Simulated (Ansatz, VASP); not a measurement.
**One calculation of Rh, two programs**

INCAR

```
ALGO     = Fast           # electronic algorithm
EDIFF    = 1E-6           # SCF threshold, eV
ENCUT    = 520            # plane-wave cutoff, eV
GGA      = PE             # functional
ISIF     = 2              # what is computed and relaxed
ISMEAR   = 0              # smearing method
LASPH    = True           # aspherical terms in the spheres
LCHARG   = False          # write CHGCAR
LREAL    = False          # projectors in reciprocal space
LWAVE    = False          # write WAVECAR
NBANDS   = 22             # bands
NELM     = 80             # most SCF steps
PREC     = Accurate       # precision mode
SIGMA    = 0.15           # smearing width, eV
```

KPOINTS

```
k-points
0
Gamma
  18 18 10
```

File POSCAR:

```
Rh
1.0
    2.7794000000      0.0000000000      0.0000000000
   -1.3897000000      2.4070310073      0.0000000000
    0.0000000000      0.0000000000      4.5956000000
Rh
2
Direct
    0.6666666667      0.3333333333      0.7500000000
    0.3333333333      0.6666666667      0.2500000000
```

Input for Ansatz:

```yaml
crystal:
  lattice:
    - [2.7794, 0.0, 0.0]
    - [-1.3897, 2.4070310073, 0.0]
    - [0.0, 0.0, 4.5956]
  atoms:
    - { symbol: Rh, position: [0.6666666667, 0.3333333333, 0.75] }
    - { symbol: Rh, position: [0.3333333333, 0.6666666667, 0.25] }
basis:
  ecutwfc: 420
kpoints:
  mp_grid: { grid: [18, 18, 10] }
hamiltonian:
  xc: pbe
  pseudopotentials: { kind: paw, azcp: { folder: soft_1 } }
scf:
  occupations: { method: gaussian, width: 0.15 }
output:
  forces: true
  stress: true
  eigenvalues: true
```

Alike in both runs: task single point; functional PBE; k mesh 18 × 18 × 10; occupations gaussian, width 0.15 eV; no spin polarisation.

|  | VASP | Ansatz |
| --- | --- | --- |
| version | VASP 6.6.1 | Ansatz 0.2.0 |
| potentials or method | VASP PAW PBE potentials, release 64 (Rh_pv), cutoff 520 eV | scalar-relativistic, plane waves, PAW |
| valence electrons in the cell | 30 | 34 |

```csv
,VASP,Ansatz,Ansatz less VASP
gap on the k mesh at the Fermi level (eV),none,none,-
pressure (GPa),-17.3,-17.4,-0.13
"traceless stress, the component that is largest in VASP (GPa)",-3.19,-3.19,-0.002
```

A gap of «none» marks a metal or a gap that the smearing closes. VASP's potentials hold 30 valence electrons a cell and Ansatz's 34, so a difference there can come from the potentials and not from the codes.
